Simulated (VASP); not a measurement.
Set up this calculation in VASP 6.6.1, as the native input.

| Quantity | Value |
| --- | --- |
| Task | electric field gradients |
| Functional | r2SCAN |
| Potentials or basis | VASP PAW PBE potentials, release 64 (Ta_pv, N) |
| Cutoff | 520 eV |
| k mesh | 18 × 18 × 16 |
| Occupations | fermi-dirac, width 0.05 eV |
| Spin | collinear spin, ferromagnetic start |
| Starting moments | [2.0, 0.0] μB |
| Dipole correction | no |
| Further INCAR settings | ALGO = Normal; EDIFF = 1e-08; NBANDS = 19 |

The system is TaN.

```
CELL_PARAMETERS angstrom
2.93800 0.00000 0.00000
-1.46900 2.54438 0.00000
0.00000 0.00000 2.88300
ATOMIC_POSITIONS crystal
Ta 0.33333 0.66667 0.50000
N 0.00000 0.00000 0.00000
```

These files were run (other wordings do the same):

POSCAR

```
TaN
1.0
    2.9379988584      0.0000000000      0.0000000000
   -1.4689994292      2.5443816477      0.0000000000
    0.0000000000      0.0000000000      2.8830000000
Ta N
1 1
Direct
    0.3333333333      0.6666666667      0.5000000000
    0.0000000000      0.0000000000      0.0000000000
```

INCAR.step1

```
PREC     = Accurate       # precision mode
ENCUT    = 520            # plane-wave cutoff, eV
ISMEAR   = -1             # smearing method
SIGMA    = 0.05           # smearing width, eV
LREAL    = False          # projectors in reciprocal space
LASPH    = True           # aspherical terms in the spheres
NELM     = 150            # most SCF steps
ISPIN    = 2              # spin polarisation
MAGMOM   = 2 0            # initial moments
LMAXMIX  = 4              # l up to which the mixer works
NBANDS   = 19             # bands
GGA      = PE             # functional
ALGO     = Normal         # electronic algorithm
EDIFF    = 1E-4           # SCF threshold, eV
LWAVE    = True           # write WAVECAR
LCHARG   = False          # write CHGCAR
```

INCAR.step2

```
PREC     = Accurate       # precision mode
ENCUT    = 520            # plane-wave cutoff, eV
EDIFF    = 1E-8           # SCF threshold, eV
ISMEAR   = -1             # smearing method
SIGMA    = 0.05           # smearing width, eV
LREAL    = False          # projectors in reciprocal space
LASPH    = True           # aspherical terms in the spheres
NELM     = 150            # most SCF steps
ALGO     = Normal         # electronic algorithm
ISIF     = 2              # what is computed and relaxed
LWAVE    = False          # write WAVECAR
LCHARG   = False          # write CHGCAR
ISPIN    = 2              # spin polarisation
MAGMOM   = 2 0            # initial moments
LORBIT   = 11             # projections on sites
LMAXMIX  = 4              # l up to which the mixer works
METAGGA  = R2SCAN         # meta-GGA
LMIXTAU  = True         
LEFG     = True         
NBANDS   = 19             # bands
ISTART   = 1
```

KPOINTS

```
regular mesh
0
Gamma
  18 18 16
```

Potentials or basis: VASP PAW PBE potentials, release 64 (Ta_pv, N).

Run with:

```console
$ cat potpaw_PBE.64/Ta_pv/POTCAR potpaw_PBE.64/N/POTCAR > POTCAR
$ cp INCAR.step1 INCAR
$ mpirun -np 1 vasp_std > vasp.out
$ cp INCAR.step2 INCAR
$ mpirun -np 1 vasp_std > vasp.out
```

Results of the run:

```json
{
 "Pressure": "1.4 GPa",
 "Band gap on the k mesh": "zero (filled and empty bands overlap)",
 "Net moment": "0.00 μB per cell",
 "Valence electrons inside the program's atomic spheres": "Ta 9.00; N 3.77"
}
```

Caveat: without QUAD_EFG the Cq values of the log hold for a quadrupole moment of 1 mb, not for the nuclei; the PAW data sets were made with another functional, which shifts forces and pressure a little; spin-orbit coupling is left out, which moves the levels of the heavy elements.

Run time: 13 min on 1 thread of AMD EPYC 9R45 96-Core Processor (Zen 5) (shared host), peak memory 0.29 GiB.
